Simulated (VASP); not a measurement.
Input of a VASP 6.6.1 run:

Contents of INCAR:

```
SYSTEM = Li2TiO2
PREC     = Accurate       ! precision mode
ENCUT    = 520            ! plane-wave cutoff, eV
EDIFF    = 1E-7           ! SCF threshold, eV
ISMEAR   = 0              ! smearing method
SIGMA    = 0.1            ! smearing width, eV
LREAL    = .False.        ! projectors in reciprocal space
LASPH    = .True.         ! aspherical terms in the spheres
NELM     = 100            ! most SCF steps
ALGO     = Normal         ! electronic algorithm
ISIF     = 2              ! what is computed and relaxed
LWAVE    = .False.        ! write WAVECAR
LCHARG   = .False.        ! write CHGCAR
GGA      = PE             ! functional
NBANDS   = 23             ! bands
```

KPOINTS

```
regular mesh
0
Gamma
  14 14 14
  0 0 0
```

The input POSCAR:

```
Li2TiO2
1.0
   -1.4635858824      1.9194032955      4.6938492658
    1.4635858824     -1.9194032955      4.6938492658
    1.4635858824      1.9194032955     -4.6938492658
Li Ti O
2 1 2
Direct
    0.3031850244      0.3031850244      0.0000000000
    0.6968149756      0.6968149756      0.0000000000
    0.0000000000      0.0000000000      0.0000000000
    0.8557732313      0.3557732313      0.5000000000
    0.1442267687      0.6442267687      0.5000000000
```

Potentials or basis: VASP PAW PBE potentials, release 64 (Li_sv, Ti_sv, O).

Command:

```sh
$ cat potpaw_PBE.64/Li_sv/POTCAR potpaw_PBE.64/Ti_sv/POTCAR potpaw_PBE.64/O/POTCAR > POTCAR
$ mpirun -np 1 vasp_std > vasp.out
```

Q: Predict the band gap on the k mesh.

A: Zero (bands 15 and 16 overlap by 0.72 eV).

Q: Estimate the largest force.

A: 0.048 eV/Å.

Forces in eV/Å, atoms in the order of the input:
```
Li   0.000  0.000 -0.007
Li   0.000  0.000  0.007
Ti   0.000  0.000  0.000
O    0.000  0.000 -0.048
O    0.000  0.000  0.048
```
